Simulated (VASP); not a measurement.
# Pt (Fm-3m) in VASP: single point with r2SCAN+rVV10

Aim: the single point of Pt with r2SCAN+rVV10.

All numbers are computed with VASP 6.6.1; they aren't measurements. Logs are shortened: lines on timing, memory, paths and dates and some standing lists are left out, and cuts for length are marked.

### 1 The cell of the first run

Symmetry: Fm-3m, No. 225, cubic system. Conventional cell: a = 3.925 Å, b = 3.925 Å, c = 3.925 Å, α = 90.00°, β = 90.00°, γ = 90.00°. Within 3.7 Å of Pt (site symmetry m-3m) lie 12 Pt at 2.78 Å.

### 2 Single point, r2SCAN+rVV10

POSCAR

```
Pt
1.0
    0.0000000000      1.9623920487      1.9623920487
    1.9623920487      0.0000000000      1.9623920487
    1.9623920487      1.9623920487      0.0000000000
Pt
1
Direct
    0.0000000000      0.0000000000      0.0000000000
```

INCAR.step1

```
PREC = Accurate
ENCUT = 550
ISMEAR = 0
SIGMA = 0.1
LREAL = False
LASPH = True
NELM = 120
NBANDS = 11
GGA = PE
ALGO = Normal
EDIFF = 1E-5
LWAVE = True
LCHARG = False
GGA_COMPAT = False
```

INCAR.step2

```
PREC = Accurate
ENCUT = 550
EDIFF = 1E-6
ISMEAR = 0
SIGMA = 0.1
LREAL = False
LASPH = True
NELM = 120
ALGO = Normal
ISIF = 2
LWAVE = False
LCHARG = True
METAGGA = R2SCAN
LMIXTAU = True
LUSE_VDW = True
IVDW_NL = 2
BPARAM = 11.95
CPARAM = 0.0093
LELF = True
LVHAR = True
NBANDS = 11
ISTART = 1
GGA_COMPAT = False
```

KPOINTS

```
Automatic mesh
0
Gamma
  18 18 18
```

Potentials or basis: VASP PAW PBE potentials, release 64 (Pt).

The run is started by

```sh
$ cat potpaw_PBE.64/Pt/POTCAR > POTCAR
$ cp INCAR.step1 INCAR
$ mpirun -np 1 vasp_std > vasp.out
$ cp INCAR.step2 INCAR
$ mpirun -np 1 vasp_std > vasp.out
```

OUTCAR:

```text
PREC = Accurate
   ENCUT = 550
   EDIFF = 1E-6
   ISMEAR = 0
   LREAL = False
   LASPH = True
   NELM = 120
   ISIF = 2
   METAGGA = R2SCAN
   IVDW_NL = 2
   BPARAM = 11.95
   ISTART = 1

 ion  position               nearest neighbor table
   1  0.000  0.000  0.000-

  LATTYP: Found a face centered cubic cell.
 ALAT       =     3.9247840974

  Lattice vectors:

 A1 = (   0.0000000000,   1.9623920487,   1.9623920487)
 A2 = (   1.9623920487,   0.0000000000,   1.9623920487)
 A3 = (   1.9623920487,   1.9623920487,   0.0000000000)

Analysis of symmetry for initial positions (statically):
=====================================================================
 Subroutine PRICEL returns:
 Original cell was already a primitive cell.

 Routine SETGRP: Setting up the symmetry group for a
 face centered cubic supercell.

 Subroutine GETGRP returns: Found 48 space group operations
 (whereof 48 operations were pure point group operations)
 out of a pool of 48 trial point group operations.

The static configuration has the point symmetry O_h .

Analysis of symmetry for dynamics (positions and initial velocities):
=====================================================================
 Subroutine PRICEL returns:
 Original cell was already a primitive cell.

 Routine SETGRP: Setting up the symmetry group for a
 face centered cubic supercell.

 Subroutine GETGRP returns: Found 48 space group operations
 (whereof 48 operations were pure point group operations)
 out of a pool of 48 trial point group operations.

The dynamic configuration has the point symmetry O_h .

 Subroutine INISYM returns: Found 48 space group operations
 (whereof 48 operations are pure point group operations),
 and found     1 'primitive' translations

----------------------------------------------------------------------------------------

                                     Primitive cell

  volume of cell :      15.1143

  direct lattice vectors                    reciprocal lattice vectors
     0.000000000  1.962392049  1.962392049    -0.254791085  0.254791085  0.254791085
     1.962392049  0.000000000  1.962392049     0.254791085 -0.254791085  0.254791085
     1.962392049  1.962392049  0.000000000     0.254791085  0.254791085 -0.254791085

  length of vectors
     2.775241450  2.775241450  2.775241450     0.441311105  0.441311105  0.441311105

  position of ions in fractional coordinates (direct lattice)
     0.000000000  0.000000000  0.000000000
[... 77 lines left out ...]
   LREAL  =      F    real-space projection
   EDIFFG = 0.1E-04   stopping-criterion for IOM
   NSW    =      0    number of steps for IOM
   IBRION =     -1    ionic relax: 0-MD 1-quasi-New 2-CG
   NFREE  =      0    steps in history (QN), initial steepest desc. (CG)
   ISIF   =      2    stress and relaxation
   ISYM   =      2    0-nonsym 1-usesym 2-fastsym
   POTIM  = 0.5000    time-step for ionic-motion
   TEBEG  =    0.0;   TEEND  =   0.0 temperature during run
   PSTRESS=    0.0 pullay stress
   NELECT =      10.0000    total number of electrons
   NUPDOWN=      -1.0000    fix difference up-down
   EMIN   =  10.00;   EMAX   =-10.00  energy-range for DOS
   EFERMI =   0.00;   METHOD = LEGACY
   ISMEAR =     0;   SIGMA  =   0.10  broadening in eV -4-tet -1-fermi 0-gaus
   EFERMI_NEDOS =   21; number of points for ismear=-14 and -15
   IALGO  =     38    algorithm
   IMIX   =      4    mixing-type and parameters
     AMIX     =   0.40;   BMIX     =  1.00
     AMIX_MAG =   1.60;   BMIX_MAG =  1.00
  volume/ion in A,a.u.               =      15.11       102.00
  Fermi-wavevector in a.u.,A,eV,Ry     =   1.426524  2.695739 27.687454  2.034970
  Thomas-Fermi vector in A             =   2.546792
   LORBIT       =      0    0 simple, 1 ext, 2 COOP (PROOUT), +10 PAW based schemes
   METAGGA = R2SCAN    functional components
   LHFCALC =     F    Hartree Fock is set to
   AEXX    =    0.0000 exact exchange contribution
   IVDW_NL    =     2    kernel type
   BPARAM     =11.9500
   IVDW    =     0    specifies the selected vdW correction
   LEPSILON=     F    determine dielectric tensor
   LRPA    =     F    only Hartree local field effects (RPA)
 non-spin polarized calculation
 Gauss-broadening in eV      SIGMA  =   0.10
  energy-cutoff  :      550.00
  volume of cell :       15.11
 maximum number of plane-waves:       459
 NGX is ok and might be reduce to    24
   NGX = 11   NGY = 11   NGZ = 11

 number of electron      10.0000000 magnetization

 Free energy of the ion-electron system (eV)
  ---------------------------------------------------
  ext. energy  EPLUGINS =         0.00000000
  ---------------------------------------------------
  free energy    TOTEN  =       -51.34818221 eV

  energy without entropy =      -51.33800908  energy(sigma->0) =      -51.34309565

 E-fermi :  10.9723     XC(G=0): -14.6454

 val. band max:       10.9541329791   @ k =  -0.4444   0.2778   0.0000
 cond. band min:      10.9723633259   @ k =   0.4444   0.1111   0.0000
 fundamental gap:      0.0182303468
 Fermi energy:        10.9722669579

 k-point     1 :       0.0000    0.0000    0.0000
  band No.  band energies     occupation
      1       0.4727      2.00000
      2       7.0634      2.00000
      3       7.0634      2.00000
      4       7.0634      2.00000
      5       9.2250      2.00000
      6       9.2250      2.00000
      7      26.4346      0.00000
      8      31.5910      0.00000
      9      31.5910      0.00000
     10      31.5910      0.00000
     11      37.4448      0.00000
[... 309 lines left out ...]
 k-point    24 :      -0.2222    0.0556    0.0000
  band No.  band energies     occupation
      1       2.5879      2.00000
      2       6.5688      2.00000
      3       7.4555      2.00000
      4       7.5237      2.00000
      5       9.0502      2.00000
      6       9.7545      2.00000
      7      25.4176      0.00000
      8      28.3828      0.00000
      9      33.0118      0.00000
     10      34.5955      0.00000
     11      35.8141      0.00000

 [... further k-points ...]
[... 5 lines left out ...]
  --------------------------------------------------------------------------------------
  -------------------------------------------------------------------------------------
  Total        0.2008188      0.2008188      0.2008188     -0.0000000      0.0000000      0.0000000
  in kB       21.2876448     21.2876448     21.2876448     -0.0000000      0.0000000      0.0000000
  external PRESSURE =      21.2876448 kB  Pullay stress =       0.0000000 kB

 VOLUME and BASIS-vectors are now :
 -----------------------------------------------------------------------------
  energy-cutoff  :      550.00
  volume of cell :       15.11
      direct lattice vectors                 reciprocal lattice vectors
     0.000000000  1.962392049  1.962392049    -0.254791085  0.254791085  0.254791085
     1.962392049  0.000000000  1.962392049     0.254791085 -0.254791085  0.254791085
     1.962392049  1.962392049  0.000000000     0.254791085  0.254791085 -0.254791085

 POSITION                                       TOTAL-FORCE (eV/Angst)
 -----------------------------------------------------------------------------------
      0.00000      0.00000      0.00000        -0.000000      0.000000      0.000000
 -----------------------------------------------------------------------------------
    total drift:                               -0.000000      0.000000     -0.000000

  FREE ENERGIE OF THE ION-ELECTRON SYSTEM (eV)
  ---------------------------------------------------
  free  energy   TOTEN  =       -51.3481822138 eV

  energy  without entropy=      -51.3380090824  energy(sigma->0) =      -51.34309565
```

OUTCAR.step1:

```text
PREC = Accurate
   ENCUT = 550
   ISMEAR = 0
   LREAL = False
   LASPH = True
   NELM = 120
[... 551 lines left out ...]

 POSITION                                       TOTAL-FORCE (eV/Angst)
 -----------------------------------------------------------------------------------
      0.00000      0.00000      0.00000        -0.000000      0.000000      0.000000
 -----------------------------------------------------------------------------------
    total drift:                               -0.000000      0.000000     -0.000000

  FREE ENERGIE OF THE ION-ELECTRON SYSTEM (eV)
  ---------------------------------------------------
  free  energy   TOTEN  =        -6.0863945028 eV

  energy  without entropy=       -6.0756918770  energy(sigma->0) =       -6.08104319
```

OSZICAR.step1:

```text
N       E                     dE             d eps       ncg     rms          rms(c)
DAV:   1     0.427906596098E+02    0.42791E+02   -0.55838E+03  4338   0.889E+02
DAV:   2    -0.578783936458E+01   -0.48578E+02   -0.46395E+02  4863   0.182E+02
DAV:   3    -0.646240962830E+01   -0.67457E+00   -0.66825E+00  5018   0.205E+01
DAV:   4    -0.646508938250E+01   -0.26798E-02   -0.26795E-02  4967   0.152E+00
DAV:   5    -0.646511040810E+01   -0.21026E-04   -0.21026E-04  5028   0.125E-01    0.128E+01
DAV:   6    -0.612886862590E+01    0.33624E+00   -0.75735E-01  4650   0.695E+00    0.680E+00
DAV:   7    -0.608994479538E+01    0.38924E-01   -0.14506E-01  4902   0.296E+00    0.252E+00
DAV:   8    -0.608663665624E+01    0.33081E-02   -0.69657E-03  4689   0.720E-01    0.592E-01
DAV:   9    -0.608639131939E+01    0.24534E-03   -0.24913E-04  4785   0.137E-01    0.454E-02
DAV:  10    -0.608639450278E+01   -0.31834E-05   -0.50681E-06  3020   0.177E-02
   1 F= -.60863945E+01 E0= -.60810432E+01  d E =-.107026E-01
```

Wall time 97 s (1 thread of Intel Xeon Platinum 8375C at 2.90GHz (Ice Lake), shared host); peak memory 0.23 GiB.

Results:

- Free energy: -51.3482 eV
- Pressure: 2.1 GPa
- Band gap on the k mesh: zero (band 5 reaches 11.50 eV, above the bottom of band 6 at 9.13 eV)

Levels at points of the mesh, in eV from the Fermi level:
| k point | band 3 | band 4 | band 5 | band 6 | band 7 | band 8 |
| --- | --- | --- | --- | --- | --- | --- |
| (0.00, 0.00, 0.00) | -3.91 | -3.91 | -1.75 | -1.75 | 15.46 | 20.62 |
| (0.50, 0.00, 0.00) | -4.01 | -0.33 | 0.02 | 0.02 | 6.13 | 15.10 |
| (0.50, 0.50, 0.00) | -0.06 | 0.52 | 0.52 | 1.92 | 9.31 | 11.99 |

Caveat: the PAW data sets were made with another functional, which shifts forces and pressure a little; spin-orbit coupling is left out, which moves the levels of the heavy elements.
